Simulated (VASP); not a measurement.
# SnSe (NiAs type) (P6_3/mmc) in VASP: relaxation of cell and atoms with PBE

Aim: the relaxation of cell and atoms of SnSe (NiAs type) with PBE.

Everything below comes from runs of VASP 6.6.1. Logs are shortened: lines on timing, memory, paths and dates and some standing lists are left out, and cuts for length are marked.

## (1) The cell of the first run

The structure is hexagonal, space group P6_3/mmc (No. 194). The conventional cell has a = 4.362 Å, b = 4.362 Å, c = 6.760 Å, α = 90.00°, β = 90.00°, γ = 120.00°. Within 4.0 Å of Sn (site symmetry -3m) lie 6 Se at 3.03 Å and 2 Sn at 3.38 Å. Se (site symmetry -6m2) has 6 Sn at 3.03 Å within 4.0 Å.

## (2) Relaxation of cell and atoms, PBE, target pressure 0.004 GPa, at which the enthalpy is minimised

The input, INCAR:

```
  PREC = Accurate
  ENCUT = 600
  EDIFF = 1E-7
  ISMEAR = -1
  SIGMA = 0.1
  LREAL = False
  LASPH = True
  NELM = 60
  ALGO = Normal
  ISIF = 3
  LWAVE = False
  LCHARG = False
  GGA = PE
  IBRION = 2
  NSW = 60
  EDIFFG = -0.005
  PSTRESS = 0.04
```

The input, KPOINTS:

```
regular mesh
0
Gamma
  10 10 6
```

The input, POSCAR:

```
SnSe
1.0
    4.3615084996      0.0000000000      0.0000000000
   -2.1807542498      3.7771771595      0.0000000000
    0.0000000000      0.0000000000      6.7603381744
Sn Se
2 2
Direct
    0.0000000000      0.0000000000      0.0000000000
    0.0000000000      0.0000000000      0.5000000000
    0.3333333333      0.6666666667      0.2500000000
    0.6666666667      0.3333333333      0.7500000000
```

Potentials or basis: VASP PAW PBE potentials, release 64 (Sn_d, Se).

The run is started by

```console
$ cat potpaw_PBE.64/Sn_d/POTCAR potpaw_PBE.64/Se/POTCAR > POTCAR
$ mpirun -np 1 vasp_std > vasp.out
```

OUTCAR:

```text
PREC = Accurate
   ENCUT = 600
   EDIFF = 1E-7
   ISMEAR = -1
   LREAL = False
   LASPH = True
   NELM = 60
   ISIF = 3
   GGA = PE
   IBRION = 2
   NSW = 60
   EDIFFG = -0.005
   PSTRESS = 0.04

 ion  position               nearest neighbor table
   1  0.000  0.000  0.000-   3 3.03   4 3.03   4 3.03   3 3.03   4 3.03   3 3.03   2 3.38   2 3.38

   2  0.000  0.000  0.500-   3 3.03   4 3.03   4 3.03   3 3.03   4 3.03   3 3.03   1 3.38   1 3.38

   3  0.333  0.667  0.250-   1 3.03   2 3.03   1 3.03   2 3.03   1 3.03   2 3.03
   4  0.667  0.333  0.750-   1 3.03   2 3.03   1 3.03   2 3.03   1 3.03   2 3.03

  LATTYP: Found a hexagonal cell.
 ALAT       =     4.3615084996
 C/A-ratio  =     1.5500000000

  Lattice vectors:

 A1 = (   4.3615084996,   0.0000000000,   0.0000000000)
 A2 = (  -2.1807542498,   3.7771771595,   0.0000000000)
 A3 = (   0.0000000000,   0.0000000000,   6.7603381744)

Analysis of symmetry for initial positions (statically):
=====================================================================
 Subroutine PRICEL returns:
 Original cell was already a primitive cell.

 Routine SETGRP: Setting up the symmetry group for a
 hexagonal supercell.

 Subroutine GETGRP returns: Found 24 space group operations
 (whereof 12 operations were pure point group operations)
 out of a pool of 24 trial point group operations.

The static configuration has the point symmetry D_3d.
 The point group associated with its full space group is D_6h.

Analysis of symmetry for dynamics (positions and initial velocities):
=====================================================================
 Subroutine PRICEL returns:
 Original cell was already a primitive cell.

 Routine SETGRP: Setting up the symmetry group for a
 hexagonal supercell.

 Subroutine GETGRP returns: Found 24 space group operations
 (whereof 12 operations were pure point group operations)
 out of a pool of 24 trial point group operations.

The dynamic configuration has the point symmetry D_3d.
 The point group associated with its full space group is D_6h.

 Subroutine INISYM returns: Found 24 space group operations
 (whereof 12 operations are pure point group operations),
 and found     1 'primitive' translations

----------------------------------------------------------------------------------------

                                     Primitive cell

  volume of cell :     111.3711

  direct lattice vectors                    reciprocal lattice vectors
     4.361508500  0.000000000  0.000000000     0.229278471  0.132373987  0.000000000
    -2.180754250  3.777177159  0.000000000     0.000000000  0.264747974  0.000000000
     0.000000000  0.000000000  6.760338174     0.000000000  0.000000000  0.147921594

  length of vectors
     4.361508500  4.361508500  6.760338174     0.264747974  0.264747974  0.147921594

  position of ions in fractional coordinates (direct lattice)
     0.000000000  0.000000000  0.000000000
     0.000000000  0.000000000  0.500000000
     0.333333333  0.666666667  0.250000000
     0.666666667  0.333333333  0.750000000

  ion indices of the primitive-cell ions
   primitive index   ion index
                 1           1
                 2           2
                 3           3
                 4           4

----------------------------------------------------------------------------------------

 KPOINTS: regular mesh

Automatic generation of k-mesh.
 Grid dimensions read from file:
 generate k-points for:   10   10    6

 Generating k-lattice:

  Cartesian coordinates                     Fractional coordinates (reciprocal lattice)
     0.022927847  0.013237399  0.000000000     0.100000000  0.000000000  0.000000000
     0.000000000  0.026474797  0.000000000     0.000000000  0.100000000  0.000000000
     0.000000000  0.000000000  0.024653599     0.000000000  0.000000000  0.166666667

  Length of vectors
     0.026474797  0.026474797  0.024653599

  Shift w.r.t. Gamma in fractional coordinates (k-lattice)
     0.000000000  0.000000000  0.000000000

 Subroutine IBZKPT returns following result:
 ===========================================

 Found     56 irreducible k-points:

 Following reciprocal coordinates:
            Coordinates               Weight
  0.000000  0.000000  0.000000      1.000000
  0.100000  0.000000  0.000000      6.000000
  0.200000  0.000000  0.000000      6.000000
  0.300000  0.000000  0.000000      6.000000
  0.400000  0.000000  0.000000      6.000000
  0.500000  0.000000  0.000000      3.000000
[... 16 lines left out ...]
  0.300000  0.100000  0.166667     24.000000
  0.400000  0.100000  0.166667     24.000000
 [... further k-points ...]
   k-points           NKPTS =     56   k-points in BZ     NKDIM =     56   number of bands    NBANDS=     24
   number of dos      NEDOS =    301   number of ions     NIONS =      4
   total plane-waves  NPLWV =  69984
   dimension x,y,z NGX =    36 NGY =   36 NGZ =   54
   dimension x,y,z NGXF=    72 NGYF=   72 NGZF=  108
   ions per type =               2   2
   NGX,Y,Z   is equivalent  to a cutoff of  13.72, 13.72, 13.28 a.u.
   NGXF,Y,Z  is equivalent  to a cutoff of  27.44, 27.44, 26.56 a.u.
 SYSTEM =  unknown system
   PREC   = accura    normal or accurate (medium, high low for compatibility)
   ISTART =      0    job   : 0-new  1-cont  2-samecut
   ICHARG =      2    charge: 1-file 2-atom 10-const
   ISPIN  =      1    spin polarized calculation?
   LNONCOLLINEAR =      F non collinear calculations
   LSORBIT =      F    spin-orbit coupling
   LASPH  =      T    aspherical Exc in radial PAW
   ENCUT  =  600.0 eV  44.10 Ry    6.64 a.u.   8.71  8.71 13.50*2*pi/ulx,y,z
   NELM   =     60;   NELMIN=  2; NELMDL= -5     # of ELM steps
   EDIFF  = 0.1E-06   stopping-criterion for ELM
   LREAL  =      F    real-space projection
   EDIFFG = -.5E-02   stopping-criterion for IOM
   NSW    =     60    number of steps for IOM
   IBRION =      2    ionic relax: 0-MD 1-quasi-New 2-CG
   NFREE  =      1    steps in history (QN), initial steepest desc. (CG)
   ISIF   =      3    stress and relaxation
   ISYM   =      2    0-nonsym 1-usesym 2-fastsym
   POTIM  = 0.5000    time-step for ionic-motion
   TEBEG  =    0.0;   TEEND  =   0.0 temperature during run
   PSTRESS=    0.0 pullay stress
   NELECT =      40.0000    total number of electrons
   NUPDOWN=      -1.0000    fix difference up-down
   EMIN   =  10.00;   EMAX   =-10.00  energy-range for DOS
   EFERMI =   0.00;   METHOD = LEGACY
   ISMEAR =    -1;   SIGMA  =   0.10  broadening in eV -4-tet -1-fermi 0-gaus
   EFERMI_NEDOS =   21; number of points for ismear=-14 and -15
   IALGO  =     38    algorithm
   IMIX   =      4    mixing-type and parameters
     AMIX     =   0.40;   BMIX     =  1.00
     AMIX_MAG =   1.60;   BMIX_MAG =  1.00
  volume/ion in A,a.u.               =      27.84       187.89
  Fermi-wavevector in a.u.,A,eV,Ry     =   1.163690  2.199055 18.424664  1.354175
  Thomas-Fermi vector in A             =   2.300237
   LORBIT       =      0    0 simple, 1 ext, 2 COOP (PROOUT), +10 PAW based schemes
   GGA     = PE    functional components
   LHFCALC =     F    Hartree Fock is set to
   AEXX    =    0.0000 exact exchange contribution
   IVDW    =     0    specifies the selected vdW correction
   LEPSILON=     F    determine dielectric tensor
   LRPA    =     F    only Hartree local field effects (RPA)
 conjugate gradient relaxation of ions
 non-spin polarized calculation
  energy-cutoff  :      600.00
  volume of cell :      111.37
 maximum number of plane-waves:      3734
 NGX is ok and might be reduce to    36
   NGX = 17   NGY = 17   NGZ = 27

--------------------------------------- Ionic step        1  -------------------------------------------

 number of electron      39.9999998 magnetization

 Free energy of the ion-electron system (eV)
  ---------------------------------------------------
  ext. energy  EPLUGINS =         0.00000000
  ---------------------------------------------------
  free energy    TOTEN  =       -16.04542863 eV

  energy without entropy =      -16.01868331  energy(sigma->0) =      -16.03205597

------------------------ aborting loop because EDIFF is reached ----------------------------------------

  FORCE on cell =-STRESS in cart. coord.  units (eV):
  Direction    XX          YY          ZZ          XY          YZ          ZX
  --------------------------------------------------------------------------------------
  -------------------------------------------------------------------------------------
  Total        0.1815857      0.1815857      2.8995649      0.0000000     -0.0000000     -0.0000000
  in kB        2.6122806      2.6122806     41.7129509      0.0000000     -0.0000000     -0.0000000
  external PRESSURE =      15.6058374 kB  Pullay stress =       0.0400000 kB
[... 103 lines left out ...]
  energy  without entropy=      -16.1029215789  energy(sigma->0) =      -16.11238348

  enthalpy is  TOTEN    =       -16.1188865694 eV   P V=        0.0029588106

 E-fermi :   5.1381     XC(G=0):  -9.2664

 val. band max:        5.1341616949   @ k =   0.4000   0.2000   0.0000
 cond. band min:       5.1818310195   @ k =   0.1000   0.0000   0.0000
 fundamental gap:      0.0476693246
 Fermi energy:         5.1380854612

 k-point     1 :       0.0000    0.0000    0.0000
  band No.  band energies     occupation
      1     -16.8307      2.00000
      2     -16.8037      2.00000
      3     -16.8037      2.00000
      4     -16.7996      2.00000
      5     -16.7996      2.00000
      6     -16.7984      2.00000
[... 637 lines left out ...]
     23       7.3391      0.00000
     24       8.3739      0.00000

 [... further k-points ...]

[... ionic steps 4 to 8 ...]

--------------------------------------- Ionic step        9  -------------------------------------------

 number of electron      39.9999980 magnetization

------------------------ aborting loop because EDIFF is reached ----------------------------------------
[... 75 lines left out ...]
--------------------------------------- Ionic step       11  -------------------------------------------

 number of electron      39.9999979 magnetization

 Free energy of the ion-electron system (eV)
  ---------------------------------------------------
  ext. energy  EPLUGINS =         0.00000000
  ---------------------------------------------------
  free energy    TOTEN  =       -16.19871011 eV

  energy without entropy =      -16.17673727  energy(sigma->0) =      -16.18772369

 E-fermi :   5.4691     XC(G=0):  -9.4224

 val. band max:        5.3638368672   @ k =   0.4000   0.0000   0.0000
 cond. band min:       5.4805999586   @ k =   0.3000   0.3000   0.5000
 fundamental gap:      0.1167630914
 Fermi energy:         5.4691205526

 k-point     1 :       0.0000    0.0000    0.0000
  band No.  band energies     occupation
      1     -16.4805      2.00000
      2     -16.4639      2.00000
      3     -16.4639      2.00000
      4     -16.4603      2.00000
      5     -16.4603      2.00000
      6     -16.4526      2.00000
[... 637 lines left out ...]
     23       7.4932      0.00000
     24       8.7667      0.00000

 [... further k-points ...]

------------------------ aborting loop because EDIFF is reached ----------------------------------------

  FORCE on cell =-STRESS in cart. coord.  units (eV):
  Direction    XX          YY          ZZ          XY          YZ          ZX
  --------------------------------------------------------------------------------------
  -------------------------------------------------------------------------------------
  Total       -0.0082233     -0.0082233     -0.0006468      0.0000000     -0.0000000      0.0000000
  in kB       -0.1164510     -0.1164510     -0.0091601      0.0000000     -0.0000000      0.0000000
  external PRESSURE =      -0.1206873 kB  Pullay stress =       0.0400000 kB
[... 23 lines left out ...]
  energy  without entropy=      -16.1767372699  energy(sigma->0) =      -16.18772369

  enthalpy is  TOTEN    =       -16.1958854712 eV   P V=        0.0028246349

 reached required accuracy - stopping structural energy minimisation
```

Wall time 18 min (1 thread of Intel Xeon Platinum 8488C (Sapphire Rapids), shared host); peak memory 0.38 GiB.

What came out:

| Quantity | Value |
| --- | --- |
| Free energy | -16.1987 eV |
| Relaxed volume | 28.28 Å³/atom |
| Relaxed cell | a = 4.174 Å, b = 4.174 Å, c = 7.500 Å, α = 90.00°, β = 90.00°, γ = 120.00° |
| Space group after relaxing (to 0.1 Å) | P6_3/mmc (No. 194) |
| Energy change on relaxing (the run minimises the enthalpy) | -38.3 meV/atom |
| Ionic steps | 11 |
| Pressure after relaxing | 0.0 GPa |
| Band gap on the k mesh | zero (bands 20 and 21 overlap by 0.63 eV) |

Step by step:
| step | energy change (eV) | largest force (eV/Å) | pressure (GPa) | volume (Å³) |
| --- | --- | --- | --- | --- |
| 1 | 0.0000 | 0.0000 | 1.56 | 111.37 |
| 2 | -0.0676 | 0.0000 | -0.37 | 115.76 |
| 3 | -0.0764 | 0.0000 | -1.43 | 118.51 |
| 4 | -0.1279 | 0.0000 | -1.04 | 116.82 |
| 5 | -0.1491 | 0.0000 | -0.72 | 114.99 |
| 6 | -0.1495 | 0.0000 | -0.68 | 114.77 |
| 7 | -0.1512 | 0.0000 | 0.48 | 112.17 |
| 8 | -0.1532 | 0.0000 | -0.02 | 113.25 |
| 9 | -0.1532 | 0.0000 | -0.04 | 113.28 |
| 10 | -0.1532 | 0.0000 | -0.02 | 113.21 |
| 11 | -0.1533 | 0.0000 | -0.01 | 113.14 |

Final structure:
```
CELL_PARAMETERS angstrom
4.17353 0.00000 0.00000
-2.08676 3.61438 0.00000
0.00000 0.00000 7.50024
ATOMIC_POSITIONS crystal
Sn 0.00000 0.00000 0.00000
Sn 0.00000 0.00000 0.50000
Se 0.33333 0.66667 0.25000
Se 0.66667 0.33333 0.75000
```

Caveat: the cell is relaxed towards a set pressure, so the run minimises the enthalpy, not the energy; semilocal functionals underestimate gaps, and a narrow one can read as zero; spin-orbit coupling is left out, which moves the levels of the heavy elements.

The gap in the log of VASP goes by the Fermi energy; the results here count the filled bands.